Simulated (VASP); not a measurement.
Wanted: the native input for a VASP 6.6.1 run.

```
Task                   : single point
Functional             : PBE
Potentials or basis    : VASP PAW PBE potentials, release 64 (Sn_d)
Cutoff                 : 520 eV
k mesh                 : 20 × 20 × 20
Occupations            : gaussian, width 0.1 eV
Spin                   : no spin polarisation
Dipole correction      : no
Further INCAR settings : ALGO = Fast; EDIFF = 1e-06; NBANDS = 13
```

The structure of Sn lies in POSCAR:

```
Sn
1.0
   -1.9276592680      1.9276592680      1.6991494965
    1.9276592680     -1.9276592680      1.6991494965
    1.9276592680      1.9276592680     -1.6991494965
Sn
1
Direct
    0.5000000000      0.5000000000      0.0000000000
```

The input as run:

INCAR

```
SYSTEM = Sn
  PREC = Accurate
  ENCUT = 520
  EDIFF = 1E-6
  ISMEAR = 0
  SIGMA = 0.1
  LREAL = .FALSE.
  LASPH = .TRUE.
  NELM = 80
  ALGO = Fast
  ISIF = 2
  LWAVE = .FALSE.
  LCHARG = .FALSE.
  GGA = PE
  NBANDS = 13
```

KPOINTS

```
regular mesh
0
G
  20 20 20
  0 0 0
```

Potentials or basis: VASP PAW PBE potentials, release 64 (Sn_d).

Run with:

```bash
$ cat potpaw_PBE.64/Sn_d/POTCAR > POTCAR
$ mpirun -np 1 vasp_std > vasp.out
```

It gave:

```
Pressure               : 5.5 GPa
Band gap on the k mesh : zero (bands 7 and 8 overlap by 10.39 eV)
```

Caveat: the cell stands under pressure; spin-orbit coupling is left out, which moves the levels of the heavy elements.

It took 61 s on 1 thread of Intel(R) Xeon(R) 6975P-C (Granite Rapids), on a shared host, peak memory 0.29 GiB.
